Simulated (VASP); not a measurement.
# Si8O in VASP: single point with PBE+D3(BJ)

Aim: the single point of Si8O with PBE+D3(BJ).

Program: VASP 6.6.1. These are calculated values, not measurements. Logs are shortened: lines on timing, memory, paths and dates and some standing lists are left out, and cuts for length are marked.

### Step 1. The cell of the first run

The cell holds a slab with vacuum, 9 atoms: a = 3.816 Å, b = 6.313 Å, c = 21.332 Å, α = 90.00°, β = 90.00°, γ = 90.00°.

### Step 2. Single point, PBE+D3(BJ), collinear spin, ferromagnetic start

Contents of INCAR:

```
ALGO = Normal
DIPOL = 0.5 0.5 0.313
EDIFF = 1E-7
ENCUT = 520
GGA = PE
IDIPOL = 3
ISIF = 2
ISMEAR = 0
ISPIN = 2
IVDW = 12
LASPH = T
LCHARG = F
LDIPOL = T
LORBIT = 11
LREAL = F
LWAVE = F
MAGMOM = 0 0 0 0 0 0 0 0 2
NBANDS = 33
NELM = 150
PREC = Accurate
SIGMA = 0.05
```

Contents of KPOINTS:

```
k-points
0
Gamma
  7 4 1
```

Contents of POSCAR:

```
Si8O
1.0
    3.8155170209      0.0000000000      0.0000000000
    0.0000000000      6.3129357835      0.0000000000
    0.0000000000      0.0000000000     21.3318711348
Si O
8 1
Direct
    0.0000000000      0.9369021389      0.1875128522
    0.0000000000      0.5630978611      0.1875128522
    0.5000000000      0.4369021389      0.2391466205
    0.5000000000      0.0630978611      0.2391466205
    0.5000000000      0.9332664455      0.3430438269
    0.5000000000      0.5667335545      0.3430438269
    0.0000000000      0.4266292811      0.3858954089
    0.0000000000      0.0733707189      0.3858954089
    0.5000000000      0.7599626144      0.5030909416
```

Potentials or basis: VASP PAW PBE potentials, release 64 (Si, O).

On the command line:

```
cat potpaw_PBE.64/Si/POTCAR potpaw_PBE.64/O/POTCAR > POTCAR
mpirun -np 1 vasp_std > vasp.out
```

OUTCAR:

```text
EDIFF = 1E-7
   ENCUT = 520
   GGA = PE
   ISIF = 2
   ISMEAR = 0
   ISPIN = 2
   IVDW = 12
   LASPH = T
   LORBIT = 11
   LREAL = F
   NELM = 150
   PREC = Accurate
 IVDW          = 12

 ion  position               nearest neighbor table
   1  0.000  0.937  0.188-   4 2.34   4 2.34   2 2.36
   2  0.000  0.563  0.188-   3 2.34   3 2.34   1 2.36
   3  0.500  0.437  0.239-   2 2.34   2 2.34   4 2.36   6 2.36
   4  0.500  0.063  0.239-   1 2.34   1 2.34   3 2.36   5 2.36
   5  0.500  0.933  0.343-   8 2.29   8 2.29   6 2.31   4 2.36
   6  0.500  0.567  0.343-   7 2.29   7 2.29   5 2.31   3 2.36
   7  0.000  0.427  0.386-   8 2.23   6 2.29   6 2.29
   8  0.000  0.073  0.386-   7 2.23   5 2.29   5 2.29
   9  0.500  0.760  0.503-

  LATTYP: Found a simple orthorhombic cell.
 ALAT       =     3.8155170209
 B/A-ratio  =     1.6545426869
 C/A-ratio  =     5.5908205934

  Lattice vectors:

 A1 = (   3.8155170209,   0.0000000000,   0.0000000000)
 A2 = (   0.0000000000,   6.3129357835,   0.0000000000)
 A3 = (   0.0000000000,   0.0000000000,  21.3318711348)

Analysis of symmetry for initial positions (statically):
=====================================================================
 Subroutine PRICEL returns:
 Original cell was already a primitive cell.

 Routine SETGRP: Setting up the symmetry group for a
 simple orthorhombic supercell.

 Subroutine GETGRP returns: Found  2 space group operations
 (whereof  2 operations were pure point group operations)
 out of a pool of  8 trial point group operations.

The static configuration has the point symmetry C_1h.

Analysis of symmetry for dynamics (positions and initial velocities):
=====================================================================
 Subroutine PRICEL returns:
 Original cell was already a primitive cell.

 Routine SETGRP: Setting up the symmetry group for a
 simple orthorhombic supercell.

 Subroutine GETGRP returns: Found  2 space group operations
 (whereof  2 operations were pure point group operations)
 out of a pool of  8 trial point group operations.

The dynamic configuration has the point symmetry C_1h.

Analysis of structural, dynamic, and magnetic symmetry:
=====================================================================
 Subroutine PRICEL returns:
 Original cell was already a primitive cell.

 Routine SETGRP: Setting up the symmetry group for a
 simple orthorhombic supercell.

 Subroutine GETGRP returns: Found  2 space group operations
 (whereof  2 operations were pure point group operations)
 out of a pool of  8 trial point group operations.

The overall configuration has the point symmetry C_1h.

 Subroutine INISYM returns: Found  2 space group operations
 (whereof  2 operations are pure point group operations),
 and found     1 'primitive' translations

----------------------------------------------------------------------------------------

                                     Primitive cell

  volume of cell :     513.8232

  direct lattice vectors                    reciprocal lattice vectors
     3.815517021  0.000000000  0.000000000     0.262087679  0.000000000  0.000000000
     0.000000000  6.312935784  0.000000000     0.000000000  0.158404906  0.000000000
     0.000000000  0.000000000 21.331871135     0.000000000  0.000000000  0.046878213

  length of vectors
     3.815517021  6.312935784 21.331871135     0.262087679  0.158404906  0.046878213

  position of ions in fractional coordinates (direct lattice)
     0.000000000  0.936902139  0.187512852
     0.000000000  0.563097861  0.187512852
     0.500000000  0.436902139  0.239146621
     0.500000000  0.063097861  0.239146621
     0.500000000  0.933266446  0.343043827
     0.500000000  0.566733554  0.343043827
     0.000000000  0.426629281  0.385895409
     0.000000000  0.073370719  0.385895409
     0.500000000  0.759962614  0.503090942
[... 59 lines left out ...]
   NGX,Y,Z   is equivalent  to a cutoff of  12.20, 12.64, 12.47 a.u.
   NGXF,Y,Z  is equivalent  to a cutoff of  24.40, 25.28, 24.94 a.u.
 SYSTEM =  unknown system
   PREC   = accura    normal or accurate (medium, high low for compatibility)
   ISTART =      0    job   : 0-new  1-cont  2-samecut
   ICHARG =      2    charge: 1-file 2-atom 10-const
   ISPIN  =      2    spin polarized calculation?
   LNONCOLLINEAR =      F non collinear calculations
   LSORBIT =      F    spin-orbit coupling
   LASPH  =      T    aspherical Exc in radial PAW
   ENCUT  =  520.0 eV  38.22 Ry    6.18 a.u.   7.09 11.74 39.66*2*pi/ulx,y,z
   NELM   =    150;   NELMIN=  2; NELMDL= -5     # of ELM steps
   EDIFF  = 0.1E-06   stopping-criterion for ELM
   LREAL  =      F    real-space projection
   EDIFFG = 0.1E-05   stopping-criterion for IOM
   NSW    =      0    number of steps for IOM
   IBRION =     -1    ionic relax: 0-MD 1-quasi-New 2-CG
   NFREE  =      0    steps in history (QN), initial steepest desc. (CG)
   ISIF   =      2    stress and relaxation
   ISYM   =      2    0-nonsym 1-usesym 2-fastsym
   POTIM  = 0.5000    time-step for ionic-motion
   TEBEG  =    0.0;   TEEND  =   0.0 temperature during run
   PSTRESS=    0.0 pullay stress
   NELECT =      38.0000    total number of electrons
   NUPDOWN=      -1.0000    fix difference up-down
   EMIN   =  10.00;   EMAX   =-10.00  energy-range for DOS
   EFERMI =   0.00;   METHOD = LEGACY
   ISMEAR =     0;   SIGMA  =   0.05  broadening in eV -4-tet -1-fermi 0-gaus
   EFERMI_NEDOS =   21; number of points for ismear=-14 and -15
   IALGO  =     38    algorithm
   IMIX   =      4    mixing-type and parameters
     AMIX     =   0.40;   BMIX     =  1.00
     AMIX_MAG =   1.60;   BMIX_MAG =  1.00
  volume/ion in A,a.u.               =      57.09       385.27
  Fermi-wavevector in a.u.,A,eV,Ry     =   0.687171  1.298565  6.424724  0.472204
  Thomas-Fermi vector in A             =   1.767609
   LORBIT       =     11    0 simple, 1 ext, 2 COOP (PROOUT), +10 PAW based schemes
   GGA     = PE    functional components
   LHFCALC =     F    Hartree Fock is set to
   AEXX    =    0.0000 exact exchange contribution
   IVDW    =    12    specifies the selected vdW correction
   LEPSILON=     F    determine dielectric tensor
   LRPA    =     F    only Hartree local field effects (RPA)
 spin polarized calculation
 Gauss-broadening in eV      SIGMA  =   0.05
  energy-cutoff  :      520.00
  volume of cell :      513.82
 maximum number of plane-waves:     13860
   NGX = 15   NGY = 23   NGZ = 79

 dipolmoment           0.000000      0.000000     -0.022477 electrons x Angstroem

 number of electron      37.9999997 magnetization       1.5048918

 dipolmoment           0.000000      0.000000      0.307573 electrons x Angstroem

 Free energy of the ion-electron system (eV)
  ---------------------------------------------------
  ext. energy  EPLUGINS =         0.00000000
  ---------------------------------------------------
  free energy    TOTEN  =       -41.69696696 eV

  energy without entropy =      -41.68227781  energy(sigma->0) =      -41.68962238

 E-fermi :  -2.0895     XC(G=0):  -3.9250

 val. band max:       -2.1021896186   @ k =   0.0000   0.0000   0.0000
 cond. band min:      -2.0853545369   @ k =   0.1429   0.0000   0.0000
 fundamental gap:      0.0168350817
 Fermi energy:        -2.0895018091

 spin component 1

 k-point     1 :       0.0000    0.0000    0.0000
  band No.  band energies     occupation
      1     -19.3532      1.00000
      2     -13.7156      1.00000
      3     -12.4030      1.00000
      4     -11.3427      1.00000
      5      -9.9469      1.00000
      6      -9.3219      1.00000
[... 397 lines left out ...]
     30       2.8070      0.00000
     31       3.0715      0.00000
 Fermi energy:        -2.0895018091

 spin component 2

 k-point     1 :       0.0000    0.0000    0.0000
  band No.  band energies     occupation
      1     -16.5632      1.00000
      2     -13.7239      1.00000
      3     -12.4153      1.00000
      4     -11.3627      1.00000
      5      -9.9671      1.00000
      6      -9.3222      1.00000
[... 397 lines left out ...]
     30       2.8015      0.00000
     31       3.0594      0.00000
 [bands above 31 left out]

------------------------ aborting loop because EDIFF is reached ----------------------------------------

 vacuum level on the upper side and lower side of the slab       (xc-potential included)         1.120        -1.133

 Edisp (eV)   -2.16933

 E8    (eV) :    -0.9327

  FORCE on cell =-STRESS in cart. coord.  units (eV):
  Direction    XX          YY          ZZ          XY          YZ          ZX
  --------------------------------------------------------------------------------------
  -------------------------------------------------------------------------------------
  Total       1.19039    -1.56108    -2.85367     0.00000     0.04721     0.00000
  in kB       3.71181    -4.86767    -8.89818     0.00000     0.14721     0.00000
  external pressure =       -3.35 kB  Pullay stress =        0.00 kB

 VOLUME and BASIS-vectors are now :
 -----------------------------------------------------------------------------
  energy-cutoff  :      520.00
  volume of cell :      513.82
      direct lattice vectors                 reciprocal lattice vectors
     3.815517021  0.000000000  0.000000000     0.262087679  0.000000000  0.000000000
     0.000000000  6.312935784  0.000000000     0.000000000  0.158404906  0.000000000
     0.000000000  0.000000000 21.331871135     0.000000000  0.000000000  0.046878213

 POSITION                                       TOTAL-FORCE (eV/Angst)
 -----------------------------------------------------------------------------------
      0.00000      5.91460      4.00000         0.000000     -0.711190      0.595542
      0.00000      3.55480      4.00000         0.000000      0.709568      0.587419
      1.90776      2.75814      5.10144         0.000000     -0.041725     -0.631317
      1.90776      0.39833      5.10144         0.000000      0.041466     -0.629599
      1.90776      5.89165      7.31777         0.000000     -0.018284      0.158549
      1.90776      3.57775      7.31777         0.000000      0.016229      0.157628
      0.00000      2.69328      8.23187         0.000000      0.320655      0.161399
      0.00000      0.46318      8.23187         0.000000     -0.331716      0.188125
      1.90776      4.79760     10.73187         0.000000      0.014999     -0.587747
 -----------------------------------------------------------------------------------
    total drift:                                0.000000     -0.000004      0.000027

  FREE ENERGIE OF THE ION-ELECTRON SYSTEM (eV)
  ---------------------------------------------------
  free  energy   TOTEN  =       -43.8662964143 eV

  energy  without entropy=      -43.8516072591  energy(sigma->0) =      -43.85895184

 vacuum level on the upper side and lower side of the slab         4.899         2.583

 total charge

# of ion       s       p       d       tot
------------------------------------------
    1        0.791   0.850   0.000   1.641
    2        0.791   0.850   0.000   1.641
    3        0.763   0.907   0.000   1.670
    4        0.763   0.908   0.000   1.670
    5        0.759   0.938   0.000   1.698
    6        0.759   0.939   0.000   1.698
    7        0.787   0.892   0.000   1.679
    8        0.787   0.891   0.000   1.678
    9        1.614   2.994   0.000   4.609
--------------------------------------------------
tot          7.815  10.169   0.000  17.985

 magnetization (x)

# of ion       s       p       d       tot
------------------------------------------
    1       -0.004  -0.009   0.000  -0.013
    2       -0.006  -0.017   0.000  -0.023
    3       -0.001  -0.005   0.000  -0.006
    4       -0.002  -0.005   0.000  -0.007
    5       -0.001  -0.001   0.000  -0.001
    6       -0.001  -0.002   0.000  -0.003
    7       -0.000   0.003   0.000   0.002
    8       -0.001  -0.003   0.000  -0.004
    9        0.014   1.298   0.000   1.311
--------------------------------------------------
tot         -0.003   1.259   0.000   1.256
```

Run time: 18 min. Hardware: 1 thread of Intel Xeon 6975P-C (Granite Rapids), shared host; peak memory 0.84 GiB.

Results:

```yaml
Free_energy: -43.8663 eV
Largest_force: 0.928 eV/Å
Net_moment: 1.50 μB per cell
Site_moments: Si -0.01, -0.02, -0.00, +0.00; O +1.31 μB
Valence_electrons_inside_the_program's_atomic_spheres: Si 1.64, 1.67, 1.70, 1.68; O 4.61
Dispersion_energy_per_atom: -0.241 eV
```

Forces in eV/Å, atoms in the order of the input:
```
Si   0.000 -0.711  0.596
Si   0.000  0.710  0.587
Si   0.000 -0.042 -0.631
Si   0.000  0.041 -0.630
Si   0.000 -0.018  0.159
Si   0.000  0.016  0.158
Si   0.000  0.321  0.161
Si   0.000 -0.332  0.188
O    0.000  0.015 -0.588
```

Levels at points of the mesh, in eV from the Fermi level:
Spin up:
| k point | band 18 | band 19 | band 20 | band 21 | band 22 | band 23 |
| --- | --- | --- | --- | --- | --- | --- |
| (0.00, 0.00, 0.00) | -0.82 | -0.08 | 0.25 | 0.39 | 1.31 | 1.76 |
| (0.00, 0.50, 0.00) | -1.00 | -0.95 | -0.86 | 0.83 | 1.28 | 1.98 |
Spin down:
```tsv
k point	band 14	band 15	band 16	band 17	band 18	band 19	band 20	band 21	band 22	band 23
(0.00, 0.00, 0.00)	-1.01	-0.87	-0.32	-0.09	-0.01	0.33	0.44	0.98	1.28	1.75
(0.00, 0.50, 0.00)	-1.18	-1.07	-1.02	-1.02	-0.08	-0.02	0.81	0.98	1.31	1.96
```
